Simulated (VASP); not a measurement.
Wanted: the native input for a VASP 6.6.1 run.

| Quantity | Value |
| --- | --- |
| Task | single point |
| Functional | PBE |
| Potentials or basis | VASP PAW PBE potentials, release 64 (Ru_pv, Se) |
| Cutoff | 520 eV |
| k mesh | 5 × 5 × 3 |
| Occupations | gaussian, width 0.05 eV |
| Spin | collinear spin, zero start |
| Starting moments | [0.0, 0.0, 0.0, 0.0] μB |
| Dipole correction | no |
| Further INCAR settings | ALGO = Normal; EDIFF = 1e-07; NBANDS = 32 |

The structure of RuSe lies in POSCAR:

```
RuSe
1.0
    4.1061713500      0.0000000000      0.0000000000
   -2.0530856800      3.5560487000      0.0000000000
    0.0000000000      0.0000000000      6.7249606300
Ru Se
2 2
Direct
    0.6666666667      0.3333333333      0.0000000000
    0.3333333333      0.6666666667      0.5000000000
    0.6666666667      0.3333333333      0.6252000000
    0.3333333333      0.6666666667      0.1252000000
```

These files were run (other wordings do the same):

INCAR

```
SYSTEM = RuSe
PREC = Accurate
ENCUT = 520
EDIFF = 1E-7
ISMEAR = 0
SIGMA = 0.05
LREAL = .False.
LASPH = .True.
NELM = 150
ALGO = Normal
ISIF = 2
LWAVE = .False.
LCHARG = .False.
ISPIN = 2
MAGMOM = 0 0 0 0
LORBIT = 11
LMAXMIX = 4
GGA = PE
NBANDS = 32
```

KPOINTS

```
regular mesh
0
Gamma
  5 5 3
  0 0 0
```

Potentials or basis: VASP PAW PBE potentials, release 64 (Ru_pv, Se).

Run with:

```console
$ cat potpaw_PBE.64/Ru_pv/POTCAR potpaw_PBE.64/Se/POTCAR > POTCAR
$ mpirun -np 1 vasp_std > vasp.out
```

Results of the run:

* Pressure: -12.0 GPa
* Largest force: 0.112 eV/Å
* Band gap on the k mesh: zero (filled and empty bands overlap)
* Net moment: 0.00 μB per cell
* Valence electrons inside the program's atomic spheres: Ru 12.48; Se 3.77

Caveat: the cell stands under tension.

Run time: 96 s on 1 thread of Intel Xeon 8259CL, on a shared host, peak memory 0.27 GiB.
